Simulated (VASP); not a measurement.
# Si (Fd-3m) in VASP: a series of runs

Si is run at these levels: PBEsol, PBE, r2SCAN; tasks: vibrations by perturbation theory, dielectric tensor.

Everything below comes from runs of VASP 6.6.1. Logs are shortened: lines on timing, memory, paths and dates and some standing lists are left out, and cuts for length are marked.

## (1) The cell of the first run

It takes space group Fd-3m (No. 227, cubic). The conventional cell has a = 5.434 Å, b = 5.434 Å, c = 5.434 Å, α = 90.00°, β = 90.00°, γ = 90.00°. Si (site symmetry -43m) has 4 Si at 2.35 Å within 3.1 Å.

## (2) Vibrations by perturbation theory, PBEsol

INCAR

```
SYSTEM = Si
PREC = Accurate
ENCUT = 520
EDIFF = 1E-8
ISMEAR = 0
SIGMA = 0.01
LREAL = .FALSE.
LASPH = .TRUE.
NELM = 80
ALGO = Normal
ISIF = 2
LWAVE = .FALSE.
LCHARG = .FALSE.
GGA = PS
IBRION = 8
NSW = 1
LEPSILON = .TRUE.
```

KPOINTS

```
Automatic mesh
0
G
  6 6 6
  0 0 0
```

POSCAR

```
Si
1.0
    0.0000000000      2.7168299795      2.7168299795
    2.7168299795      0.0000000000      2.7168299795
    2.7168299795      2.7168299795      0.0000000000
Si
2
Direct
    0.0000000000      0.0000000000      0.0000000000
    0.2500000000      0.2500000000      0.2500000000
```

Potentials or basis: VASP PAW PBE potentials, release 64 (Si).

On the command line:

```bash
cat potpaw_PBE.64/Si/POTCAR > POTCAR
mpirun -np 1 vasp_std > vasp.out
```

OUTCAR:

```text
SYSTEM = Si
   PREC = Accurate
   ENCUT = 520
   EDIFF = 1E-8
   ISMEAR = 0
   LREAL = .FALSE.
   LASPH = .TRUE.
   NELM = 80
   ISIF = 2
   GGA = PS
   IBRION = 8
   NSW = 1
   LEPSILON = .TRUE.

 ion  position               nearest neighbor table
   1  0.000  0.000  0.000-   2 2.35   2 2.35   2 2.35   2 2.35
   2  0.250  0.250  0.250-   1 2.35   1 2.35   1 2.35   1 2.35

  LATTYP: Found a face centered cubic cell.
 ALAT       =     5.4336599590

  Lattice vectors:

 A1 = (   0.0000000000,   2.7168299795,   2.7168299795)
 A2 = (   2.7168299795,   0.0000000000,   2.7168299795)
 A3 = (   2.7168299795,   2.7168299795,   0.0000000000)

Analysis of symmetry for initial positions (statically):
=====================================================================
 Subroutine PRICEL returns:
 Original cell was already a primitive cell.

 Routine SETGRP: Setting up the symmetry group for a
 face centered cubic supercell.

 Subroutine GETGRP returns: Found 48 space group operations
 (whereof 24 operations were pure point group operations)
 out of a pool of 48 trial point group operations.

The static configuration has the point symmetry T_d .
 The point group associated with its full space group is O_h .

Analysis of symmetry for dynamics (positions and initial velocities):
=====================================================================
 Subroutine PRICEL returns:
 Original cell was already a primitive cell.

 Routine SETGRP: Setting up the symmetry group for a
 face centered cubic supercell.

 Subroutine GETGRP returns: Found 48 space group operations
 (whereof 24 operations were pure point group operations)
 out of a pool of 48 trial point group operations.

The dynamic configuration has the point symmetry T_d .
 The point group associated with its full space group is O_h .

 Subroutine INISYM returns: Found 48 space group operations
 (whereof 24 operations are pure point group operations),
 and found     1 'primitive' translations

----------------------------------------------------------------------------------------

                                     Primitive cell

  volume of cell :      40.1067

  direct lattice vectors                    reciprocal lattice vectors
     0.000000000  2.716829979  2.716829979    -0.184038016  0.184038016  0.184038016
     2.716829979  0.000000000  2.716829979     0.184038016 -0.184038016  0.184038016
     2.716829979  2.716829979  0.000000000     0.184038016  0.184038016 -0.184038016

  length of vectors
     3.842177804  3.842177804  3.842177804     0.318763195  0.318763195  0.318763195

  position of ions in fractional coordinates (direct lattice)
     0.000000000  0.000000000  0.000000000
     0.250000000  0.250000000  0.250000000

  ion indices of the primitive-cell ions
   primitive index   ion index
                 1           1
                 2           2

----------------------------------------------------------------------------------------

 KPOINTS: Automatic mesh

Automatic generation of k-mesh.
[... 312 lines left out ...]

 HEAD OF MICROSCOPIC STATIC DIELECTRIC TENSOR (INDEPENDENT PARTICLE, excluding Hartree and local field effects)
 ------------------------------------------------------
          17.844780    -0.000000     0.000000
          -0.000000    17.844780    -0.000000
           0.000000    -0.000000    17.844780
 ------------------------------------------------------

 Free energy of the ion-electron system (eV)
  ---------------------------------------------------
  ---------------------------------------------------
  free energy    TOTEN  =        -1.88828688 eV

  energy without entropy =       -1.88828688

------------------------ aborting loop because EDIFF is reached ----------------------------------------

--------------------------------------- Ionic step        2  -------------------------------------------

------------------------ aborting loop because EDIFF is reached ----------------------------------------

--------------------------------------- Ionic step        3  -------------------------------------------

------------------------ aborting loop because EDIFF is reached ----------------------------------------

 PIEZOELECTRIC TENSOR FIELD DIRECTION 3  (e Angst)
 -----------------------------------------------------------------------------
     0.00487  0.00000  0.00000           (  0.00001  0.00000  0.00000)
     0.00000  0.00487  0.00000           (  0.00000  0.00001  0.00000)
     0.00000  0.00000 -0.01203           (  0.00000  0.00000 -0.00001)

 PIEZOELECTRIC TENSOR FIELD DIRECTION 3  (C/m^2)
 -----------------------------------------------------------------------------
     0.00195  0.00000  0.00000
     0.00000  0.00195  0.00000
     0.00000  0.00000 -0.00480

--------------------------------------- Ionic step        4  -------------------------------------------

 Free energy of the ion-electron system (eV)
  ---------------------------------------------------
  ---------------------------------------------------
  free energy    TOTEN  =        -0.01729896 eV

  energy without entropy =       -0.01729896

------------------------ aborting loop because EDIFF is reached ----------------------------------------

 INTERNAL STRAIN TENSOR  FOR ION    1  DIRECTION 1   (eV/Angst):
 -----------------------------------------------------------------------------
    -0.01651  0.00000  0.00000
     0.00000  0.00960  9.43821
     0.00000  9.43821  0.00960

 MACROSCOPIC STATIC DIELECTRIC TENSOR (including local field effects in DFT)
 ------------------------------------------------------
          17.065091    -0.000000    -0.000000
          -0.000000    17.065091    -0.000000
           0.000000     0.000000    17.065091
 ------------------------------------------------------

 PIEZOELECTRIC TENSOR (including local field effects)  for field in x, y, z        (e  Angst)
          XX          YY          ZZ          XY          YZ          ZX
  --------------------------------------------------------------------------------
  x    -0.00000     0.00000     0.00000     0.00000    -0.00000     0.00000
  y     0.00000    -0.00000     0.00000     0.00000     0.00000    -0.00000
  z     0.00000     0.00000    -0.00000    -0.00000     0.00000     0.00000

 PIEZOELECTRIC TENSOR (including local field effects)  for field in x, y, z        (C/m^2)
          XX          YY          ZZ          XY          YZ          ZX
  --------------------------------------------------------------------------------
  x    -0.00000     0.00000     0.00000     0.00000    -0.00000     0.00000
  y     0.00000    -0.00000     0.00000     0.00000     0.00000    -0.00000
  z     0.00000     0.00000    -0.00000    -0.00000     0.00000     0.00000

 BORN EFFECTIVE CHARGES (including local field effects) (in |e|, cummulative output)
 ---------------------------------------------------------------------------------
 ion    1
    1    -0.00000     0.00000     0.00000
    2     0.00000     0.00000     0.00000
    3     0.00000     0.00000    -0.00000
 ion    2
    1     0.00000     0.00000     0.00000
    2    -0.00000    -0.00000    -0.00000
    3    -0.00000    -0.00000     0.00000

 INTERNAL STRAIN TENSOR FOR ION    2 for displacements in x,y,z  (eV/Angst):
          X           Y           Z          XY          YZ          ZX
  --------------------------------------------------------------------------------
  x     0.00000    -0.00000    -0.00000     0.00000    -9.43821     0.00000
  y     0.00000    -0.00000     0.00000     0.00000     0.00000    -9.43821
  z    -0.00000    -0.00000     0.00000    -9.43821     0.00000     0.00000

 SECOND DERIVATIVES (NOT SYMMETRIZED)
 ------------------------------------
               1X          1Y          1Z          2X          2Y          2Z
  1X   -13.470051    0.000000    0.000000   13.470051    0.000000    0.000000
  1Y     0.000000  -13.470051    0.000000    0.000000   13.470051    0.000000
  1Z     0.000000    0.000000  -13.470051    0.000000    0.000000   13.470051
  2X    13.470051    0.000000    0.000000  -13.470051    0.000000    0.000000
  2Y     0.000000   13.470051    0.000000    0.000000  -13.470051    0.000000
  2Z     0.000000    0.000000   13.470051    0.000000    0.000000  -13.470051

 Eigenvectors and eigenvalues of the dynamical matrix
 ----------------------------------------------------

   1 f  =   15.311338 THz    96.203972 2PiTHz  510.731252 cm-1    63.322576 meV
             X         Y         Z           dx          dy          dz
      0.000000  0.000000  0.000000     0.000000   -0.707107    0.000000
      1.358415  1.358415  1.358415     0.000000    0.707107    0.000000
[... 21 lines left out ...]
   6 f  =    0.000000 THz     0.000000 2PiTHz    0.000000 cm-1     0.000000 meV
             X         Y         Z           dx          dy          dz
      0.000000  0.000000  0.000000     0.000000    0.000000    0.707107
      1.358415  1.358415  1.358415     0.000000    0.000000    0.707107

--------------------------------------------------------------------------------------------------------

 MACROSCOPIC STATIC DIELECTRIC TENSOR IONIC CONTRIBUTION
 ------------------------------------------------------
           0.000000    -0.000000    -0.000000
          -0.000000     0.000000     0.000000
          -0.000000     0.000000     0.000000
 ------------------------------------------------------

 ELASTIC MODULI CONTR FROM IONIC RELAXATION (kBar)
 Direction    XX          YY          ZZ          XY          YZ          ZX
 --------------------------------------------------------------------------------
 XX          -0.0000      0.0000      0.0000     -0.0000      0.0000      0.0000
 YY           0.0000     -0.0000      0.0000     -0.0000     -0.0000     -0.0000
 ZZ           0.0000      0.0000     -0.0000      0.0000     -0.0000      0.0000
 XY          -0.0000     -0.0000      0.0000   -264.1822      0.0000      0.0000
 YZ           0.0000     -0.0000     -0.0000      0.0000   -264.1822      0.0000
 ZX           0.0000     -0.0000      0.0000      0.0000      0.0000   -264.1822
 --------------------------------------------------------------------------------

 PIEZOELECTRIC TENSOR IONIC CONTR  for field in x, y, z        (C/m^2)
          XX          YY          ZZ          XY          YZ          ZX
  --------------------------------------------------------------------------------
  x     0.00000    -0.00000    -0.00000     0.00000    -0.00000     0.00000
  y    -0.00000     0.00000    -0.00000     0.00000     0.00000     0.00000
  z    -0.00000    -0.00000     0.00000    -0.00000     0.00000     0.00000
```

It took 89 s on 1 thread of Intel Xeon 6975P-C, shared host; peak memory 0.19 GiB.

What came out:

```yaml
Electronic_dielectric_tensor_diagonal: 17.07
Born_charges_mean_of_the_diagonal: Si +0.00 e
Highest_phonon_frequency_at_Γ: 511 cm⁻¹
```

Phonon frequencies in cm⁻¹ (negative: imaginary):
```csv
q point,frequencies
"(0.000, 0.000, 0.000)",0 0 0 511 511 511
```

Electronic dielectric tensor:
```
17.07  0.00  0.00
 0.00 17.07  0.00
 0.00  0.00 17.07
```

Born effective charge tensors (e):
atom 1, Si
```
0.00 0.00 0.00
0.00 0.00 0.00
0.00 0.00 0.00
```
atom 2, Si
```
0.00 0.00 0.00
0.00 0.00 0.00
0.00 0.00 0.00
```

Caveat: the PAW data sets were made with another functional, which shifts forces and pressure a little.

## (3) Dielectric tensor, PBE

This run uses another cell than the first one, of 20.17 Å³/atom, 1.006 times its volume.

INCAR

```
PREC = Accurate ; ENCUT = 520
EDIFF = 1E-8 ; ISMEAR = 0
SIGMA = 0.01 ; LREAL = F
LASPH = T ; NELM = 80
ALGO = Normal ; ISIF = 2
LWAVE = F ; LCHARG = F
GGA = PE ; LEPSILON = T
```

KPOINTS

```
Automatic mesh
0
Gamma
  6 6 6
```

POSCAR

```
Si
1.0
    0.0000000000      2.7221188957      2.7221188957
    2.7221188957      0.0000000000      2.7221188957
    2.7221188957      2.7221188957      0.0000000000
Si
2
Direct
    0.0000000000      0.0000000000      0.0000000000
    0.2500000000      0.2500000000      0.2500000000
```

Potentials or basis: VASP PAW PBE potentials, release 64 (Si).

On the command line:

```bash
cat potpaw_PBE.64/Si/POTCAR > POTCAR
mpirun -np 1 vasp_std > vasp.out
```

OUTCAR:

```text
PREC = Accurate
   ENCUT = 520
   EDIFF = 1E-8
   ISMEAR = 0
   LREAL = F
   LASPH = T
   NELM = 80
   ISIF = 2
   GGA = PE
   LEPSILON = T

 ion  position               nearest neighbor table
   1  0.000  0.000  0.000-   2 2.36   2 2.36   2 2.36   2 2.36
   2  0.250  0.250  0.250-   1 2.36   1 2.36   1 2.36   1 2.36

  LATTYP: Found a face centered cubic cell.
 ALAT       =     5.4442377914

  Lattice vectors:

 A1 = (   0.0000000000,   2.7221188957,   2.7221188957)
 A2 = (   2.7221188957,   0.0000000000,   2.7221188957)
 A3 = (   2.7221188957,   2.7221188957,   0.0000000000)

Analysis of symmetry for initial positions (statically):
=====================================================================
 Subroutine PRICEL returns:
[... 413 lines left out ...]
     0.00000  0.00000 -0.00434

 MACROSCOPIC STATIC DIELECTRIC TENSOR (including local field effects in DFT)
 ------------------------------------------------------
          16.296536    -0.000000    -0.000000
          -0.000000    16.296536     0.000000
           0.000000    -0.000000    16.296536
 ------------------------------------------------------

 PIEZOELECTRIC TENSOR (including local field effects)  for field in x, y, z        (e  Angst)
          XX          YY          ZZ          XY          YZ          ZX
  --------------------------------------------------------------------------------
  x    -0.00000     0.00000     0.00000     0.00000     0.00000     0.00000
  y     0.00000    -0.00000     0.00000     0.00000     0.00000    -0.00000
  z     0.00000     0.00000    -0.00000    -0.00000     0.00000     0.00000

 PIEZOELECTRIC TENSOR (including local field effects)  for field in x, y, z        (C/m^2)
          XX          YY          ZZ          XY          YZ          ZX
  --------------------------------------------------------------------------------
  x    -0.00000     0.00000     0.00000     0.00000     0.00000     0.00000
  y     0.00000    -0.00000     0.00000     0.00000     0.00000    -0.00000
  z     0.00000     0.00000    -0.00000    -0.00000     0.00000     0.00000

 BORN EFFECTIVE CHARGES (including local field effects) (in |e|, cummulative output)
 ---------------------------------------------------------------------------------
 ion    1
    1     0.00000    -0.00000    -0.00000
    2    -0.00000     0.00000    -0.00000
    3     0.00000     0.00000     0.00000
 ion    2
    1     0.00000     0.00000     0.00000
    2     0.00000     0.00000     0.00000
    3    -0.00000    -0.00000     0.00000
```

stdout:

```text
POSCAR found type information on POSCAR Si
 POSCAR found :  1 types and       2 ions
 scaLAPACK will be used
 LDA part: xc-table for (Slater+PW92), standard interpolation
 POSCAR, INCAR and KPOINTS ok, starting setup
 FFT: planning ... GRIDC
 FFT: planning ... GRID_SOFT
 FFT: planning ... GRID
 WAVECAR not read
 entering main loop
 Linear response reoptimize wavefunctions to high precision
 Linear response G [H, r] |phi>, progress :
  Direction:   1
 Linear response G [H, r] |phi>, progress :
  Direction:   2
 Linear response G [H, r] |phi>, progress :
  Direction:   3
 Linear response to external field (no local field effect), progress :
  Direction:   1
 dielectric tensor                  component  1 :    21.041    11.870     2.668
 Linear response to external field (no local field effect), progress :
  Direction:   2
 dielectric tensor                  component  2 :    11.870    21.109    -2.778
 Linear response to external field (no local field effect), progress :
  Direction:   3
 dielectric tensor                  component  3 :     2.668    -2.778     8.663
 Linear response to external field, progress :
  Direction:   1
 dielectric tensor                  component  1 :    16.297     8.568     2.444
 Linear response to external field, progress :
  Direction:   2
 dielectric tensor                  component  2 :     8.405    16.297    -2.388
 Linear response to external field, progress :
  Direction:   3
 dielectric tensor                  component  3 :     2.199     3.689    16.297
 Born effective charges drift removed
```

It took 69 s on 1 thread of Intel Xeon 6975P-C, shared host; peak memory 0.18 GiB.

What came out:

```
Band gap on the k mesh                  : 0.72 eV, indirect (least direct gap 2.56 eV)
Electronic dielectric tensor (diagonal) : 16.30
Born charges (mean of the diagonal)     : Si +0.00 e
```

Levels at points of the mesh, in eV from the valence-band top:
```
           k point  band 1  band 2  band 3  band 4  band 5  band 6  band 7  band 8
(0.00, 0.00, 0.00)  -11.91    0.00    0.00    0.00    2.56    2.56    2.56    3.29
(0.50, 0.00, 0.00)   -9.59   -6.93   -1.19   -1.19    1.51    3.34    3.34    7.72
(0.50, 0.50, 0.00)   -7.79   -7.79   -2.83   -2.83    0.72    0.72   10.05   10.05
```

Electronic dielectric tensor:
```
16.30  0.00  0.00
 0.00 16.30  0.00
 0.00  0.00 16.30
```

Born effective charge tensors (e):
atom 1, Si
```
0.00 0.00 0.00
0.00 0.00 0.00
0.00 0.00 0.00
```
atom 2, Si
```
0.00 0.00 0.00
0.00 0.00 0.00
0.00 0.00 0.00
```

(Continued in part 2 of 2.)
